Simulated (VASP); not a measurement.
# ZnSe (I-4m2) in VASP: a series of runs

The runs below take ZnSe through single point, with r2SCAN.

Program: VASP 6.6.1. These are calculated values, not measurements. Logs are shortened: lines on timing, memory, paths and dates and some standing lists are left out, and cuts for length are marked.

## Step 1: The cell of the first run

It takes space group I-4m2 (No. 119, tetragonal). Conventional cell: a = 4.006 Å, b = 4.006 Å, c = 6.119 Å, α = 90.00°, β = 90.00°, γ = 90.00°. Zn (site symmetry -4m2) has 4 Se at 2.52 Å within 3.3 Å. Se (site symmetry -4m2) has 4 Zn at 2.52 Å within 3.3 Å.

## Step 2: Single point, r2SCAN (strain +0.000 along x and y, +0.080 along z)

The input, POSCAR:

```
ZnSe
1.0
    0.0000000000      2.8329452336      3.0595808523
    2.8329452336      0.0000000000      3.0595808523
    2.8329452336      2.8329452336      0.0000000000
Zn Se
1 1
Direct
    0.0000000000      0.0000000000      0.0000000000
    0.7500000000      0.7500000000      0.7500000000
```

The input, INCAR.step1:

```
  ALGO = Normal
  EDIFF = 1E-4
  ENCUT = 520
  GGA = PE
  ISMEAR = 0
  LASPH = True
  LCHARG = False
  LREAL = False
  LWAVE = True
  NBANDS = 16
  NELM = 80
  PREC = Accurate
  SIGMA = 0.05
```

The input, INCAR.step2:

```
  ALGO = Normal
  EDIFF = 1E-7
  ENCUT = 520
  ISIF = 2
  ISMEAR = 0
  ISTART = 1
  LASPH = True
  LCHARG = False
  LMIXTAU = True
  LREAL = False
  LWAVE = False
  METAGGA = R2SCAN
  NBANDS = 16
  NELM = 80
  PREC = Accurate
  SIGMA = 0.05
```

The input, KPOINTS:

```
k-points
0
Gamma
  8 8 8
```

Potentials or basis: VASP PAW PBE potentials, release 64 (Zn, Se).

Launch:

```console
$ cat potpaw_PBE.64/Zn/POTCAR potpaw_PBE.64/Se/POTCAR > POTCAR
$ cp INCAR.step1 INCAR
$ mpirun -np 1 vasp_std > vasp.out
$ cp INCAR.step2 INCAR
$ mpirun -np 1 vasp_std > vasp.out
```

OUTCAR:

```text
EDIFF = 1E-7
   ENCUT = 520
   ISIF = 2
   ISMEAR = 0
   ISTART = 1
   LASPH = True
   LREAL = False
   METAGGA = R2SCAN
   NELM = 80
   PREC = Accurate

 ion  position               nearest neighbor table
   1  0.000  0.000  0.000-   2 2.52   2 2.52   2 2.52   2 2.52
   2  0.750  0.750  0.750-   1 2.52   1 2.52   1 2.52   1 2.52

  LATTYP: Found a body centered tetragonal cell.
 ALAT       =     4.0063895708
 C/A-ratio  =     1.5273506474

  Lattice vectors:

 A1 = (  -2.8329452336,   0.0000000000,   3.0595808523)
 A2 = (   2.8329452336,   0.0000000000,   3.0595808523)
 A3 = (   0.0000000000,   2.8329452336,  -3.0595808523)

Analysis of symmetry for initial positions (statically):
=====================================================================
 Subroutine PRICEL returns:
 Original cell was already a primitive cell.

 Routine SETGRP: Setting up the symmetry group for a
 body centered tetragonal supercell.

 Subroutine GETGRP returns: Found  8 space group operations
 (whereof  8 operations were pure point group operations)
 out of a pool of 16 trial point group operations.

The static configuration has the point symmetry D_2d.

Analysis of symmetry for dynamics (positions and initial velocities):
=====================================================================
 Subroutine PRICEL returns:
 Original cell was already a primitive cell.

 Routine SETGRP: Setting up the symmetry group for a
 body centered tetragonal supercell.

 Subroutine GETGRP returns: Found  8 space group operations
 (whereof  8 operations were pure point group operations)
 out of a pool of 16 trial point group operations.

The dynamic configuration has the point symmetry D_2d.

 Subroutine INISYM returns: Found  8 space group operations
 (whereof  8 operations are pure point group operations),
 and found     1 'primitive' translations

----------------------------------------------------------------------------------------

                                     Primitive cell

  volume of cell :      49.1098

  direct lattice vectors                    reciprocal lattice vectors
     0.000000000  2.832945234  3.059580852    -0.176494764  0.176494764  0.163421078
     2.832945234  0.000000000  3.059580852     0.176494764 -0.176494764  0.163421078
     2.832945234  2.832945234  0.000000000     0.176494764  0.176494764 -0.163421078

  length of vectors
     4.169725853  4.169725853  4.006389571     0.298340832  0.298340832  0.298340832

  position of ions in fractional coordinates (direct lattice)
     0.000000000  0.000000000  0.000000000
     0.750000000  0.750000000  0.750000000

  ion indices of the primitive-cell ions
   primitive index   ion index
                 1           1
                 2           2

----------------------------------------------------------------------------------------

 KPOINTS: k-points

Automatic generation of k-mesh.
 Grid dimensions read from file:
 generate k-points for:    8    8    8

 Generating k-lattice:

  Cartesian coordinates                     Fractional coordinates (reciprocal lattice)
    -0.022061845  0.022061845  0.020427635     0.125000000 -0.000000000  0.000000000
     0.022061845 -0.022061845  0.020427635    -0.000000000  0.125000000  0.000000000
     0.022061845  0.022061845 -0.020427635     0.000000000  0.000000000  0.125000000

  Length of vectors
     0.037292604  0.037292604  0.037292604

  Shift w.r.t. Gamma in fractional coordinates (k-lattice)
     0.000000000  0.000000000  0.000000000

 Subroutine IBZKPT returns following result:
 ===========================================

 Found     59 irreducible k-points:

 Following reciprocal coordinates:
            Coordinates               Weight
  0.000000  0.000000  0.000000      1.000000
  0.125000  0.000000  0.000000      8.000000
  0.250000  0.000000  0.000000      8.000000
  0.375000  0.000000  0.000000      8.000000
  0.500000  0.000000  0.000000      4.000000
  0.125000  0.125000  0.000000      2.000000
[... 16 lines left out ...]
  0.250000  0.000000  0.125000     16.000000
  0.375000  0.000000  0.125000     16.000000
 [... further k-points ...]
   k-points           NKPTS =     59   k-points in BZ     NKDIM =     59   number of bands    NBANDS=     16
   number of dos      NEDOS =    301   number of ions     NIONS =      2
   total plane-waves  NPLWV =  30720
   dimension x,y,z NGX =    32 NGY =   32 NGZ =   30
   dimension x,y,z NGXF=    64 NGYF=   64 NGZF=   60
   ions per type =               1   1
   NGX,Y,Z   is equivalent  to a cutoff of  12.76, 12.76, 12.45 a.u.
   NGXF,Y,Z  is equivalent  to a cutoff of  25.52, 25.52, 24.90 a.u.
 SYSTEM =  unknown system
   PREC   = accura    normal or accurate (medium, high low for compatibility)
   ISTART =      1    job   : 0-new  1-cont  2-samecut
   ICHARG =      0    charge: 1-file 2-atom 10-const
   ISPIN  =      1    spin polarized calculation?
   LNONCOLLINEAR =      F non collinear calculations
   LSORBIT =      F    spin-orbit coupling
   LASPH  =      T    aspherical Exc in radial PAW
   ENCUT  =  520.0 eV  38.22 Ry    6.18 a.u.   7.75  7.75  7.45*2*pi/ulx,y,z
   NELM   =     80;   NELMIN=  2; NELMDL=  0     # of ELM steps
   EDIFF  = 0.1E-06   stopping-criterion for ELM
   LREAL  =      F    real-space projection
   EDIFFG = 0.1E-05   stopping-criterion for IOM
   NSW    =      0    number of steps for IOM
   IBRION =     -1    ionic relax: 0-MD 1-quasi-New 2-CG
   NFREE  =      0    steps in history (QN), initial steepest desc. (CG)
   ISIF   =      2    stress and relaxation
   ISYM   =      2    0-nonsym 1-usesym 2-fastsym
   POTIM  = 0.5000    time-step for ionic-motion
   TEBEG  =    0.0;   TEEND  =   0.0 temperature during run
   PSTRESS=    0.0 pullay stress
   NELECT =      18.0000    total number of electrons
   NUPDOWN=      -1.0000    fix difference up-down
   EMIN   =  10.00;   EMAX   =-10.00  energy-range for DOS
   EFERMI =   0.00;   METHOD = LEGACY
   ISMEAR =     0;   SIGMA  =   0.05  broadening in eV -4-tet -1-fermi 0-gaus
   EFERMI_NEDOS =   21; number of points for ismear=-14 and -15
   IALGO  =     38    algorithm
   IMIX   =      4    mixing-type and parameters
     AMIX     =   0.40;   BMIX     =  1.00
     AMIX_MAG =   1.60;   BMIX_MAG =  1.00
  volume/ion in A,a.u.               =      24.55       165.70
  Fermi-wavevector in a.u.,A,eV,Ry     =   1.171592  2.213987 18.675721  1.372627
  Thomas-Fermi vector in A             =   2.308033
   LORBIT       =      0    0 simple, 1 ext, 2 COOP (PROOUT), +10 PAW based schemes
   METAGGA = R2SCAN    functional components
   LHFCALC =     F    Hartree Fock is set to
   AEXX    =    0.0000 exact exchange contribution
   IVDW    =     0    specifies the selected vdW correction
   LEPSILON=     F    determine dielectric tensor
   LRPA    =     F    only Hartree local field effects (RPA)
 non-spin polarized calculation
 Gauss-broadening in eV      SIGMA  =   0.05
  energy-cutoff  :      520.00
  volume of cell :       49.11
 maximum number of plane-waves:      1352
   NGX = 15   NGY = 15   NGZ = 15

 number of electron      18.0000001 magnetization

 Free energy of the ion-electron system (eV)
  ---------------------------------------------------
  ext. energy  EPLUGINS =         0.00000000
  ---------------------------------------------------
  free energy    TOTEN  =       -24.83274816 eV

  energy without entropy =      -24.83274816  energy(sigma->0) =      -24.83274816

 E-fermi :   0.9939     XC(G=0):  -9.5580

 val. band max:        0.7742669619   @ k =   0.0000   0.0000   0.0000
 cond. band min:       2.1870516431   @ k =   0.0000   0.0000   0.0000
 fundamental gap:      1.4127846812
 Fermi energy:         0.9939066397

 k-point     1 :       0.0000    0.0000    0.0000
  band No.  band energies     occupation
      1     -12.5539      2.00000
      2      -5.8012      2.00000
      3      -5.7670      2.00000
      4      -5.7670      2.00000
      5      -5.4512      2.00000
      6      -5.4480      2.00000
[... 8 lines left out ...]
     15      11.7906      0.00000
     16      13.2002      0.00000

 k-point     2 :       0.1250    0.0000    0.0000
  band No.  band energies     occupation
      1     -12.4639      2.00000
      2      -5.7883      2.00000
      3      -5.7549      2.00000
      4      -5.7526      2.00000
      5      -5.4504      2.00000
      6      -5.4503      2.00000
[... 8 lines left out ...]
     15      11.9036      0.00000
     16      12.3135      0.00000

 k-point     3 :       0.2500    0.0000    0.0000
  band No.  band energies     occupation
      1     -12.2323      2.00000
      2      -5.7543      2.00000
      3      -5.7198      2.00000
      4      -5.6964      2.00000
      5      -5.4532      2.00000
      6      -5.4438      2.00000
[... 8 lines left out ...]
     15      11.7898      0.00000
     16      12.1341      0.00000

 k-point     4 :       0.3750    0.0000    0.0000
  band No.  band energies     occupation
      1     -11.9761      2.00000
      2      -5.7284      2.00000
      3      -5.6915      2.00000
      4      -5.5237      2.00000
      5      -5.4504      2.00000
      6      -5.4260      2.00000
[... 8 lines left out ...]
     15      12.5678      0.00000
     16      12.9458      0.00000

 k-point     5 :       0.5000    0.0000    0.0000
  band No.  band energies     occupation
      1     -11.8613      2.00000
      2      -5.7205      2.00000
      3      -5.6816      2.00000
      4      -5.4471      2.00000
      5      -5.4289      2.00000
      6      -5.3220      2.00000
[... 8 lines left out ...]
     15      13.8880      0.00000
     16      14.1806      0.00000

 k-point     6 :       0.1250    0.1250    0.0000
  band No.  band energies     occupation
      1     -12.4452      2.00000
      2      -5.7972      2.00000
      3      -5.7403      2.00000
      4      -5.7402      2.00000
      5      -5.4611      2.00000
      6      -5.4436      2.00000
[... 8 lines left out ...]
     15      12.0307      0.00000
     16      13.4293      0.00000

 k-point     7 :       0.2500    0.1250    0.0000
  band No.  band energies     occupation
      1     -12.2688      2.00000
      2      -5.7705      2.00000
      3      -5.7068      2.00000
      4      -5.7015      2.00000
      5      -5.4651      2.00000
      6      -5.4414      2.00000
[... 8 lines left out ...]
     15      13.0133      0.00000
     16      13.1522      0.00000

 k-point     8 :       0.3750    0.1250    0.0000
  band No.  band energies     occupation
      1     -12.0185      2.00000
      2      -5.7286      2.00000
      3      -5.6754      2.00000
      4      -5.5839      2.00000
      5      -5.4518      2.00000
      6      -5.4408      2.00000
[... 8 lines left out ...]
     15      12.8379      0.00000
     16      13.3273      0.00000

 k-point     9 :       0.5000    0.1250    0.0000
  band No.  band energies     occupation
      1     -11.8418      2.00000
      2      -5.7131      2.00000
      3      -5.6634      2.00000
      4      -5.4476      2.00000
      5      -5.4446      2.00000
      6      -5.3445      2.00000
[... 8 lines left out ...]
     15      13.3534      0.00000
     16      13.9898      0.00000
[... 172 lines left out ...]
 k-point    19 :       0.5000    0.3750    0.0000
  band No.  band energies     occupation
      1     -11.7330      2.00000
      2      -5.6753      2.00000
      3      -5.5734      2.00000
      4      -5.5490      2.00000
      5      -5.4253      2.00000
      6      -5.3542      2.00000
[... 8 lines left out ...]
     15      14.7983      0.00000
     16      15.0722      0.00000

 k-point    20 :      -0.3750    0.3750    0.0000
  band No.  band energies     occupation
      1     -11.6916      2.00000
      2      -5.6766      2.00000
      3      -5.5885      2.00000
      4      -5.4957      2.00000
      5      -5.4404      2.00000
      6      -5.2624      2.00000
[... 8 lines left out ...]
     15      13.2840      0.00000
     16      15.8330      0.00000

 k-point    21 :       0.5000    0.5000    0.0000
  band No.  band energies     occupation
      1     -11.7071      2.00000
      2      -5.6724      2.00000
      3      -5.5556      2.00000
      4      -5.5555      2.00000
      5      -5.4182      2.00000
      6      -5.3509      2.00000
[... 8 lines left out ...]
     15      15.3088      0.00000
     16      15.5121      0.00000

 k-point    22 :       0.1250    0.0000    0.1250
  band No.  band energies     occupation
      1     -12.4283      2.00000
      2      -5.7770      2.00000
      3      -5.7674      2.00000
      4      -5.7406      2.00000
      5      -5.4569      2.00000
      6      -5.4433      2.00000
[... 8 lines left out ...]
     15      12.0385      0.00000
     16      12.5306      0.00000

 k-point    23 :       0.2500    0.0000    0.1250
  band No.  band energies     occupation
      1     -12.2390      2.00000
      2      -5.7534      2.00000
      3      -5.7350      2.00000
      4      -5.7029      2.00000
      5      -5.4616      2.00000
      6      -5.4347      2.00000
[... 8 lines left out ...]
     15      12.1856      0.00000
     16      13.3716      0.00000

 k-point    24 :       0.3750    0.0000    0.1250
  band No.  band energies     occupation
      1     -11.9873      2.00000
      2      -5.7226      2.00000
      3      -5.6884      2.00000
      4      -5.5987      2.00000
      5      -5.4504      2.00000
      6      -5.4177      2.00000
[... 8 lines left out ...]
     15      12.7265      0.00000
     16      13.6562      0.00000

 [... further k-points ...]
[... 5 lines left out ...]
  --------------------------------------------------------------------------------------
  -------------------------------------------------------------------------------------
  Total       -0.9635409     -0.9635409     -1.9952642      0.0000000      0.0000000      0.0000000
  in kB      -31.4349257    -31.4349257    -65.0942605      0.0000000      0.0000000      0.0000000
  external PRESSURE =     -42.6547040 kB  Pullay stress =       0.0000000 kB

 VOLUME and BASIS-vectors are now :
 -----------------------------------------------------------------------------
  energy-cutoff  :      520.00
  volume of cell :       49.11
      direct lattice vectors                 reciprocal lattice vectors
     0.000000000  2.832945234  3.059580852    -0.176494764  0.176494764  0.163421078
     2.832945234  0.000000000  3.059580852     0.176494764 -0.176494764  0.163421078
     2.832945234  2.832945234  0.000000000     0.176494764  0.176494764 -0.163421078

 POSITION                                       TOTAL-FORCE (eV/Angst)
 -----------------------------------------------------------------------------------
      0.00000      0.00000      0.00000        -0.000000     -0.000000     -0.000000
      4.24942      4.24942      4.58937         0.000000      0.000000      0.000000
 -----------------------------------------------------------------------------------
    total drift:                               -0.002003     -0.002003     -0.001501

  FREE ENERGIE OF THE ION-ELECTRON SYSTEM (eV)
  ---------------------------------------------------
  free  energy   TOTEN  =       -24.8327481602 eV

  energy  without entropy=      -24.8327481601  energy(sigma->0) =      -24.83274816
```

Run time: 76 s. Hardware: 1 thread of Intel Xeon 6975P-C (Granite Rapids), shared host; peak memory 0.21 GiB.

What came out:

| Item | Value |
| --- | --- |
| Free energy | -24.8327 eV |
| Pressure | -4.3 GPa |
| Band gap on the k mesh | 1.41 eV, direct |

Stress tensor (GPa, compression positive):
```
-3.14  0.00  0.00
 0.00 -3.14  0.00
 0.00  0.00 -6.51
```

Levels at points of the mesh, in eV from the valence-band top:
| k point | band 5 | band 6 | band 7 | band 8 | band 9 | band 10 | band 11 | band 12 | band 13 | band 14 |
| --- | --- | --- | --- | --- | --- | --- | --- | --- | --- | --- |
| (0.00, 0.00, 0.00) | -6.23 | -6.22 | -0.32 | 0.00 | 0.00 | 1.41 | 6.25 | 6.25 | 6.31 | 10.11 |
| (0.50, 0.00, 0.00) | -6.20 | -6.10 | -4.90 | -1.09 | -0.65 | 2.73 | 6.59 | 7.08 | 8.74 | 11.14 |
| (0.50, 0.50, 0.00) | -6.19 | -6.13 | -4.83 | -1.79 | -1.79 | 3.64 | 4.23 | 10.31 | 11.45 | 11.45 |
| (0.50, 0.00, 0.50) | -6.18 | -6.05 | -4.40 | -2.23 | -2.11 | 3.29 | 3.52 | 10.84 | 10.96 | 11.53 |

Caveat: the cell differs from its parent crystal (strain +0.000 along x and y, +0.080 along z); the PAW data sets were made with another functional, which shifts forces and pressure a little.

## Step 3: Single point, r2SCAN (strain +0.040 along x and y, +0.000 along z)

The input, POSCAR:

```
ZnSe
1.0
    0.0000000000      2.9462630429      2.8329452336
    2.9462630429      0.0000000000      2.8329452336
    2.9462630429      2.9462630429      0.0000000000
Zn Se
1 1
Direct
    0.0000000000      0.0000000000      0.0000000000
    0.7500000000      0.7500000000      0.7500000000
```

The input, INCAR.step1:

```
SYSTEM = ZnSe
PREC = Accurate
ENCUT = 520
ISMEAR = 0
SIGMA = 0.05
LREAL = .FALSE.
LASPH = .TRUE.
NELM = 60
NBANDS = 16
GGA = PE
ALGO = Normal
EDIFF = 1E-4
LWAVE = .TRUE.
LCHARG = .FALSE.
```

The input, INCAR.step2:

```
SYSTEM = ZnSe
PREC = Accurate
ENCUT = 520
EDIFF = 1E-7
ISMEAR = 0
SIGMA = 0.05
LREAL = .FALSE.
LASPH = .TRUE.
NELM = 60
ALGO = Normal
ISIF = 2
LWAVE = .FALSE.
LCHARG = .FALSE.
METAGGA = R2SCAN
LMIXTAU = .TRUE.
NBANDS = 16
ISTART = 1
```

The input, KPOINTS:

```
Automatic mesh
0
G
  8 8 8
  0 0 0
```

Potentials or basis: VASP PAW PBE potentials, release 64 (Zn, Se).

Launch:

```console
$ cat potpaw_PBE.64/Zn/POTCAR potpaw_PBE.64/Se/POTCAR > POTCAR
$ cp INCAR.step1 INCAR
$ mpirun -np 1 vasp_std > vasp.out
$ cp INCAR.step2 INCAR
$ mpirun -np 1 vasp_std > vasp.out
```

It took 96 s on 1 thread of Intel Xeon 6975P-C (Granite Rapids), shared host; peak memory 0.2 GiB.

Results (log left out):

```
Free energy            : -24.8506 eV
Pressure               : -4.3 GPa
Band gap on the k mesh : 1.45 eV, direct
```

Stress tensor (GPa, compression positive):
```
-4.76  0.00  0.00
 0.00 -4.76  0.00
 0.00  0.00 -3.35
```

Levels at points of the mesh, in eV from the valence-band top:
```tsv
k point	band 5	band 6	band 7	band 8	band 9	band 10	band 11	band 12	band 13	band 14
(0.00, 0.00, 0.00)	-6.20	-6.20	-0.13	-0.13	0.00	1.45	6.24	6.27	6.27	10.16
(0.50, 0.00, 0.00)	-6.18	-6.07	-4.89	-0.96	-0.75	2.80	6.64	6.96	8.74	11.19
(0.50, 0.50, 0.00)	-6.15	-6.02	-4.38	-2.17	-2.17	3.31	3.52	11.06	11.40	11.40
(0.50, 0.00, 0.50)	-6.16	-6.06	-4.60	-2.00	-1.94	3.47	3.89	10.69	11.20	11.58
```

Caveat: the cell differs from its parent crystal (strain +0.040 along x and y, +0.000 along z); the PAW data sets were made with another functional, which shifts forces and pressure a little.

[end of part 1 of 2]
